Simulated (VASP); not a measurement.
Here is a VASP 6.6.1 calculation.

File INCAR:

```
SYSTEM = Al6Ru
  PREC = Accurate
  ENCUT = 520
  EDIFF = 1E-7
  ISMEAR = -1
  SIGMA = 0.15
  LREAL = .False.
  LASPH = .True.
  NELM = 60
  ALGO = Fast
  ISIF = 2
  LWAVE = .False.
  LCHARG = .True.
  LELF = .True.
  LVHAR = .True.
  NBANDS = 45
```

File KPOINTS:

```
regular mesh
0
Gamma
  8 8 4
  0 0 0
```

Contents of POSCAR:

```
Al6Ru
1.0
    3.7015392787     -3.2396869789      0.0000000000
    3.7015392787      3.2396869789      0.0000000000
    0.0000000000      0.0000000000      8.8782662529
Al Ru
12 2
Direct
    0.3198268654      0.3198268654      0.0000000000
    0.6801731346      0.6801731346      0.5000000000
    0.6801731346      0.6801731346      0.0000000000
    0.3198268654      0.3198268654      0.5000000000
    0.8584178925      0.1415821075      0.0988036190
    0.1415821075      0.8584178925      0.5988036190
    0.8584178925      0.1415821075      0.4011963810
    0.1415821075      0.8584178925      0.9011963810
    0.0218860978      0.6179718679      0.2500000000
    0.9781139022      0.3820281321      0.7500000000
    0.3820281321      0.9781139022      0.2500000000
    0.6179718679      0.0218860978      0.7500000000
    0.5366377287      0.4633622713      0.2500000000
    0.4633622713      0.5366377287      0.7500000000
```

Potentials or basis: VASP PAW LDA potentials, release 64 (Al, Ru_pv).

Command:

```console
$ cat potpaw_LDA.64/Al/POTCAR potpaw_LDA.64/Ru_pv/POTCAR > POTCAR
$ mpirun -np 1 vasp_std > vasp.out
```

Predict the pressure.

0.3 GPa.

What does it give for the largest force?

0.017 eV/Å.

Forces in eV/Å, atoms in the order of the input:
```
Al  -0.011  0.000  0.000
Al   0.011  0.000  0.000
Al   0.011  0.000  0.000
Al  -0.011  0.000  0.000
Al   0.000 -0.013 -0.009
Al   0.000  0.013 -0.009
Al   0.000 -0.013  0.009
Al   0.000  0.013  0.009
Al   0.003  0.005  0.000
Al  -0.003 -0.005  0.000
Al  -0.003  0.005  0.000
Al   0.003 -0.005  0.000
Ru   0.000  0.017  0.000
Ru   0.000 -0.017  0.000
```
